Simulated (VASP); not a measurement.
The system is ZnSiP2.

```xyz
8
Lattice="-2.7093 2.7093 5.2697 2.7093 -2.7093 5.2697 2.7093 2.7093 -5.2697" Properties=species:S:1:pos:R:3 pbc="T T T"
Zn    0.0000    0.0000    0.0000
Zn    0.0000    2.7093    2.6348
P     1.4484    1.3546    1.3174
P     1.3546   -1.2609    3.9523
P     1.2609    1.3546    6.5871
P    -1.3546    1.2609    3.9523
Si    0.0000    0.0000    5.2697
Si    2.7093    0.0000    2.6348
```

- Program: VASP 6.6.1
- Task: relaxation of cell and atoms
- Functional: PBEsol
- Potentials or basis: VASP PAW PBE potentials, release 64 (Zn, P, Si)
- Cutoff: 500 eV
- k mesh: 6 × 6 × 6
- Occupations: fermi-dirac, width 0.02 eV
- Spin: no spin polarisation

At the start: pressure -2.7 GPa; volume 19.34 Å³/atom.

Q: How do energy, volume and symmetry change on relaxing?

A: Over 10 steps the energy falls by 5.5 meV/atom and the volume is 18.74 Å³/atom (-3.1 %); space group I-42d (No. 122, to 0.1 Å) before and after.

Step by step:
```
step  energy change (eV)  largest force (eV/Å)  pressure (GPa)  volume (Å³)
   1              0.0000                0.0884           -2.66       154.72
   2             -0.0302                0.1462            1.57       147.64
   3             -0.0410                0.1263            0.03       149.98
   4             -0.0410                0.1271            0.11       149.88
   5             -0.0432                0.0540            0.09       149.82
   6             -0.0437                0.0032            0.07       149.78
   7             -0.0437                0.0003            0.08       149.78
   8             -0.0437                0.0018           -0.07       150.00
   9             -0.0437                0.0014           -0.02       149.94
  10             -0.0437                0.0007           -0.01       149.91
```

Final structure:
```yaml
crystal:
  lattice:
    - [-2.67878, 2.67878, 5.22289]
    - [2.67878, -2.67878, 5.22289]
    - [2.67878, 2.67878, -5.22289]
  atoms:
    - { symbol: Zn, position: [0.00000, 0.00000, 0.00000] }
    - { symbol: Zn, position: [0.75000, 0.25000, 0.50000] }
    - { symbol: P, position: [0.37500, 0.38987, 0.51487] }
    - { symbol: P, position: [0.13987, 0.62500, 0.01487] }
    - { symbol: P, position: [0.87500, 0.86013, 0.48513] }
    - { symbol: P, position: [0.61013, 0.12500, 0.98513] }
    - { symbol: Si, position: [0.50000, 0.50000, 0.00000] }
    - { symbol: Si, position: [0.25000, 0.75000, 0.50000] }
```

Caveat: the PAW data sets were made with another functional, which shifts forces and pressure a little.
